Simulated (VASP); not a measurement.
Ni: relaxation of the atoms with PBE

System: Ni, a slab with vacuum.

```xyz
3
Lattice="2.4882 0.0000 0.0000 0.0000 2.4882 0.0000 0.0000 0.0000 17.5189" Properties=species:S:1:pos:R:3 pbc="T T T"
Ni    1.2441    1.2441    7.0000
Ni    0.0000    0.0000    8.7594
Ni    1.2441    1.2441   10.5189
```

* Program: VASP 6.6.1
* Task: relaxation of the atoms
* Functional: PBE
* Potentials or basis: VASP PAW PBE potentials, release 64 (Ni)
* Cutoff: 520 eV
* k mesh: 11 × 11 × 1
* Occupations: gaussian, width 0.1 eV
* Spin: collinear spin, ferromagnetic start
* Starting moments: [0.75, 0.75, 0.75] μB
* Dipole correction: yes
* Atoms held fixed (from 0): [0]
* Further INCAR settings: ALGO = Normal; EDIFF = 1e-06; IBRION = 2; EDIFFG = -0.03; NSW = 70

* Energy gained by relaxing: 5.7 meV/atom
* Ionic steps: 7
* Net moment: 2.06 μB per cell
* Site moments: Ni +0.73, +0.64 (each value once) μB
* Valence electrons inside the program's atomic spheres: Ni 9.15, 9.35 (each value once)

Step by step:
| step | energy change (eV) | largest force on free atoms (eV/Å) | pressure (GPa) |
| --- | --- | --- | --- |
| 1 | 0.0000 | 0.2955 | -2.59 |
| 2 | -0.0038 | 0.2300 | -2.44 |
| 3 | -0.0091 | 0.2468 | -1.99 |
| 4 | -0.0127 | 0.1691 | -1.86 |
| 5 | -0.0168 | 0.0508 | -1.51 |
| 6 | -0.0168 | 0.0520 | -1.48 |
| 7 | -0.0170 | 0.0099 | -1.37 |

Final structure:
```
Ni
1.0
     2.48823    0.00000    0.00000
     0.00000    2.48823    0.00000
     0.00000    0.00000   17.51889
Ni
3
Direct
  0.50000 0.50000 0.39957
  0.00000 0.00000 0.49678
  0.50000 0.50000 0.59410
```

Levels at points of the mesh, in eV from the Fermi level:
Spin up:
| k point | band 14 | band 15 | band 16 | band 17 | band 18 | band 19 |
| --- | --- | --- | --- | --- | --- | --- |
| (0.00, 0.00, 0.00) | -0.72 | -0.57 | -0.57 | -0.54 | -0.36 | 1.76 |
Spin down:
| k point | band 10 | band 11 | band 12 | band 13 | band 14 | band 15 | band 16 | band 17 | band 18 | band 19 |
| --- | --- | --- | --- | --- | --- | --- | --- | --- | --- | --- |
| (0.00, 0.00, 0.00) | -0.73 | -0.50 | -0.35 | -0.35 | -0.24 | 0.04 | 0.23 | 0.33 | 0.33 | 1.76 |

It took 5.4 min on 2 MPI ranks on Intel(R) Xeon(R) Platinum 8559C (Emerald Rapids), with other jobs on the host, peak memory 0.28 GiB a rank.
